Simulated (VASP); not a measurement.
Runs of VASP 6.6.1 on CdS. It takes space group F-43m (No. 216, cubic). The conventional cell has a = 5.886 Å, b = 5.886 Å, c = 5.886 Å, α = 90.00°, β = 90.00°, γ = 90.00°. Within 3.4 Å of Cd (site symmetry -43m) lie 4 S at 2.55 Å. Within 3.4 Å of S (site symmetry -43m) lie 4 Cd at 2.55 Å. 

```csv
level,potentials or basis,U,k mesh,cutoff (eV),gap on the mesh (eV),pressure (GPa)
LDA,"VASP PAW LDA potentials, release 64 (Cd, S)",-,2 × 2 × 2,500,0.61,(c)
PBE+U,"VASP PAW PBE potentials, release 64 (Cd, S)",Cd d U = 2.2 eV,2 × 2 × 2,520,1.05,4.5
BLYP,"VASP PAW PBE potentials, release 64 (Cd, S)",-,3 × 3 × 3,500,1.00,5.2
PBE+U,"VASP PAW PBE potentials, release 64 (Cd, S)",Cd d U = 1.3 eV,4 × 4 × 4,520,1.15,(a)
PBE,"VASP PAW PBE potentials, release 64 (Cd, S)",-,4 × 4 × 4,520,1.08,(b)
```

Alike in all rows: task single point; no spin polarisation; cell as given; smearing gaussian 0.1 eV.

Question: Estimate the missing entries.

Answer: (a) 1.5; (b) 1.6; (c) -0.3.

Caveats: all runs use coarse meshes; the PAW data sets were made with another functional, which shifts forces and pressure a little (some runs).

A k mesh can miss the band edges, and the runs leave out spin-orbit coupling on Cd.
